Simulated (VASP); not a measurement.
Write the native input for VASP 6.6.1 that does the following.

```
Task                   : single point
Functional             : PBE
Potentials or basis    : VASP PAW PBE potentials, release 64 (Co_sv, O)
Cutoff                 : 700 eV
k mesh                 : 14 × 14 × 14
Occupations            : gaussian, width 0.02 eV
Spin                   : collinear spin, ferromagnetic start
Starting moments       : [3.0, 0.0] μB
Hubbard terms          : Co d U = 3.32 eV
Dipole correction      : no
Further INCAR settings : ALGO = Normal; EDIFF = 1e-06; NBANDS = 22
```

The structure of CoO lies in POSCAR:

```
CoO
1.0
    0.0000000000      2.2556814567      2.2556814567
    2.2556814567      0.0000000000      2.2556814567
    2.2556814567      2.2556814567      0.0000000000
Co O
1 1
Direct
    0.0000000000      0.0000000000      0.0000000000
    0.2500000000      0.2500000000      0.2500000000
```

One way to write it, as run:

INCAR

```
  PREC = Accurate
  ENCUT = 700
  EDIFF = 1E-6
  ISMEAR = 0
  SIGMA = 0.02
  LREAL = False
  LASPH = True
  NELM = 200
  ALGO = Normal
  ISIF = 2
  LWAVE = False
  LCHARG = False
  ISPIN = 2
  MAGMOM = 3 0
  LORBIT = 11
  LMAXMIX = 4
  LDAU = True
  LDAUTYPE = 2
  LDAUL = 2 -1
  LDAUU = 3.32 0
  LDAUJ = 0 0
  LDAUPRINT = 1
  GGA = PE
  NBANDS = 22
  GGA_COMPAT = False
```

KPOINTS

```
Automatic mesh
0
Gamma
  14 14 14
```

Potentials or basis: VASP PAW PBE potentials, release 64 (Co_sv, O).

Command:

```bash
$ cat potpaw_PBE.64/Co_sv/POTCAR potpaw_PBE.64/O/POTCAR > POTCAR
$ mpirun -np 1 vasp_std > vasp.out
```

It gave:

```json
{
 "Pressure": "11.3 GPa",
 "Band gap on the k mesh": "0.35 eV",
 "Net moment": "3.00 μB per cell",
 "Site moments": "Co +2.60; O +0.20 μB",
 "Valence electrons inside the program's atomic spheres": "Co 14.97; O 5.04"
}
```

Caveat: the cell stands under pressure; a cell with one magnetic atom can't hold antiferromagnetic order, which such compounds often take.

It took 3.6 min on 1 thread of Intel(R) Xeon(R) Platinum 8375C CPU @ 2.90GHz (Ice Lake), on a shared host, peak memory 0.25 GiB.
